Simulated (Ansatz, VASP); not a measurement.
RbGeN: VASP beside Ansatz

```
Rb Ge N
1.0
     1.49709   -6.90887    0.00000
     1.49709    6.90887    0.00000
     0.00000    0.00000    5.75160
Rb Ge N
2 2 2
Direct
  0.33125 0.66875 0.25000
  0.66875 0.33125 0.75000
  0.44551 0.55449 0.75000
  0.55449 0.44551 0.25000
  0.00000 0.00000 0.50000
  0.00000 0.00000 0.00000
```

Change from the starting cell: species swapped into the YAlGe type (Cmcm, No. 63).

Alike in both runs: functional PBE; k mesh 6 × 6 × 4; occupations gaussian, width 0.1 eV; no spin polarisation.

Ansatz relaxed the structure, and its values are those at the end. VASP's run is a single point on that final structure, the one shown.

|  | VASP | Ansatz |
| --- | --- | --- |
| version | VASP 6.6.1 | Ansatz 0.2.0 |
| potentials or method | VASP PAW PBE potentials, release 64 (Rb_sv, Ge_d, N), cutoff 520 eV | scalar-relativistic, plane waves, PAW |
| valence electrons in the cell | 56 | 56 |

|  | VASP | Ansatz | Ansatz less VASP |
| --- | --- | --- | --- |
| pressure (GPa) | 0.1 | -0.1 | -0.18 |
| rms of the force components (eV/Å) | 0.012 | 0.008 | -0.0047 |

With one functional, cell and mesh, what is left measures potentials, basis and numerics.
